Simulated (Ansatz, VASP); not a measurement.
ZnSe in VASP and in Ansatz

Contents of INCAR:

```
SYSTEM = ZnSe
PREC = Accurate
ENCUT = 520
EDIFF = 1E-6
ISMEAR = 0
SIGMA = 0.02
LREAL = .FALSE.
LASPH = .TRUE.
NELM = 60
ALGO = Normal
ISIF = 2
LWAVE = .FALSE.
LCHARG = .TRUE.
GGA = PS
LELF = .TRUE.
LVHAR = .TRUE.
NBANDS = 16
```

KPOINTS

```
Automatic mesh
0
G
  8 8 8
  0 0 0
```

File POSCAR:

```
ZnSe
1.0
    0.0000000000      2.8146151740      2.8146151740
    2.6445871740      0.0000000000      2.8146151740
    2.6445871740      2.8146151740      0.0000000000
Zn Se
1 1
Direct
    0.0000000000      0.0000000000      0.0000000000
    0.7500000000      0.7500000000      0.7500000000
```

Input for Ansatz:

```yaml
crystal:
  lattice:
    - [0.0, 2.814615174, 2.814615174]
    - [2.644587174, 0.0, 2.814615174]
    - [2.644587174, 2.814615174, 0.0]
  atoms:
    - { symbol: Zn, position: [0.0, 0.0, 0.0] }
    - { symbol: Se, position: [0.75, 0.75, 0.75] }
basis:
  ecutwfc: 420
kpoints:
  mp_grid: { grid: [8, 8, 8] }
hamiltonian:
  xc: pbesol
scf:
  occupations: { method: gaussian, width: 0.02 }
output:
  forces: true
  stress: true
  eigenvalues: true
  populations: true
```

Alike in both runs: task single point; functional PBEsol; k mesh 8 × 8 × 8; occupations gaussian, width 0.02 eV; no spin polarisation.

|  | VASP | Ansatz |
| --- | --- | --- |
| version | VASP 6.6.1 | Ansatz 0.2.0 |
| potentials or method | VASP PAW PBE potentials, release 64 (Zn, Se), cutoff 520 eV | scalar-relativistic, plane waves, PAW |
| valence electrons in the cell | 18 | 28 |

```csv
,VASP,Ansatz,Ansatz less VASP
gap on the k mesh at the Fermi level (eV),1.36,1.35,-0.008
least direct gap on the mesh (eV),1.36,1.35,-0.008
pressure (GPa),5.1,4.8,-0.33
"traceless stress, the component that is largest in VASP (GPa)",1.18,1.20,+0.016
```

VASP's potentials were made for PBE, not for PBEsol. The functional is the same, so the differences come from potentials, cutoffs and numerics. VASP's potentials hold 18 valence electrons a cell and Ansatz's 28, so a difference there can come from the potentials and not from the codes.
